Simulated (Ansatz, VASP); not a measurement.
## SiO2: VASP beside Ansatz

Contents of INCAR:

```
  PREC = Accurate
  ENCUT = 520
  EDIFF = 1E-7
  ISMEAR = 0
  SIGMA = 0.05
  LREAL = F
  LASPH = T
  NELM = 60
  ALGO = Normal
  ISIF = 2
  LWAVE = F
  LCHARG = T
  GGA = PE
  LELF = T
  LVHAR = T
  NBANDS = 25
```

File KPOINTS:

```
regular mesh
0
Gamma
  6 6 10
```

POSCAR

```
SiO2
1.0
    4.3989785218      0.0000000000      0.0000000000
    0.0000000000      4.3989785218      0.0000000000
    0.0000000000      0.0000000000      2.7933422760
Si O
2 4
Direct
    0.5000000000      0.5000000000      0.5000000000
    0.0000000000      0.0000000000      0.0000000000
    0.6930127928      0.6930127928      0.0000000000
    0.1930127928      0.8069872072      0.5000000000
    0.3069872072      0.3069872072      0.0000000000
    0.8069872072      0.1930127928      0.5000000000
```

Input for Ansatz:

```yaml
crystal:
  lattice:
    - [4.3989785218, 0.0, 0.0]
    - [0.0, 4.3989785218, 0.0]
    - [0.0, 0.0, 2.793342276]
  atoms:
    - { symbol: Si, position: [0.5, 0.5, 0.5] }
    - { symbol: Si, position: [0.0, 0.0, 0.0] }
    - { symbol: O, position: [0.6930127928, 0.6930127928, 0.0] }
    - { symbol: O, position: [0.1930127928, 0.8069872072, 0.5] }
    - { symbol: O, position: [0.3069872072, 0.3069872072, 0.0] }
    - { symbol: O, position: [0.8069872072, 0.1930127928, 0.5] }
basis:
  ecutwfc: 520.0
kpoints:
  mp_grid: { grid: [6, 6, 10] }
hamiltonian:
  xc: pbe
  pseudopotentials: { kind: paw, azcp: { folder: soft_1 } }
scf:
  occupations: { method: gaussian, width: 0.05 }
output:
  forces: true
  stress: true
  eigenvalues: true
```

Alike in both runs: task single point; functional PBE; k mesh 6 × 6 × 10; occupations gaussian, width 0.05 eV; no spin polarisation.

|  | VASP | Ansatz |
| --- | --- | --- |
| version | VASP 6.6.1 | Ansatz 0.2.0 |
| potentials or method | VASP PAW PBE potentials, release 64 (Si, O), cutoff 520 eV | scalar-relativistic, plane waves, PAW |
| valence electrons in the cell | 32 | 32 |

|  | VASP | Ansatz | Ansatz less VASP |
| --- | --- | --- | --- |
| gap on the k mesh at the Fermi level (eV) | 3.19 | 3.21 | +0.024 |
| least direct gap on the mesh (eV) | 3.19 | 3.21 | +0.024 |
| pressure (GPa) | -26.4 | -26.6 | -0.23 |
| traceless stress, the component that is largest in VASP (GPa) | -4.24 | -4.64 | -0.393 |
| rms of the force components (eV/Å) | 0.316 | 0.324 | +0.0087 |

Atom by atom the forces differ by 0.009 eV/Å (rms over components). With one functional, cell and mesh, what is left measures potentials, basis and numerics.
